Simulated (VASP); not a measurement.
A run of VASP 6.6.1 is set up as follows.

The input INCAR:

```
PREC = Accurate
ENCUT = 600
EDIFF = 1E-6
ISMEAR = -1
SIGMA = 0.1
LREAL = F
LASPH = T
NELM = 200
ALGO = Normal
ISIF = 2
LWAVE = F
LCHARG = F
ISPIN = 2
MAGMOM = 4.9 4.9 0 0
LORBIT = 11
LMAXMIX = 6
GGA = PS
IVDW = 13
NBANDS = 41
GGA_COMPAT = F
```

KPOINTS

```
regular mesh
0
Gamma
  4 2 4
```

The input POSCAR:

```
EuZn
1.0
    3.8080000000      0.0000000000      0.0000000000
    0.0000000000      7.6160000000      0.0000000000
    0.0000000000      0.0000000000      3.8080000000
Eu Zn
2 2
Direct
    0.0000000000      0.0000000000      0.0000000000
    0.0000000000      0.5000000000      0.0000000000
    0.5000000000      0.2500000000      0.5000000000
    0.5000000000      0.7500000000      0.5000000000
```

Potentials or basis: VASP PAW PBE potentials, release 64 (Eu, Zn).

Run with:

```console
$ cat potpaw_PBE.64/Eu/POTCAR potpaw_PBE.64/Zn/POTCAR > POTCAR
$ mpirun -np 1 vasp_std > vasp.out
```

Problem. What does it give for the site moments?

Solution. Eu +6.59; Zn +0.02 μB.

Problem. Estimate the pressure.

Solution. -5.0 GPa.

Problem. Predict the dispersion energy per atom.

Solution. -0.133 eV.

Caveat: the k points lie up to 0.41 Å⁻¹ apart; the PAW data sets were made with another functional, which shifts forces and pressure a little. The state reached can hang on the start; a lower one may exist.
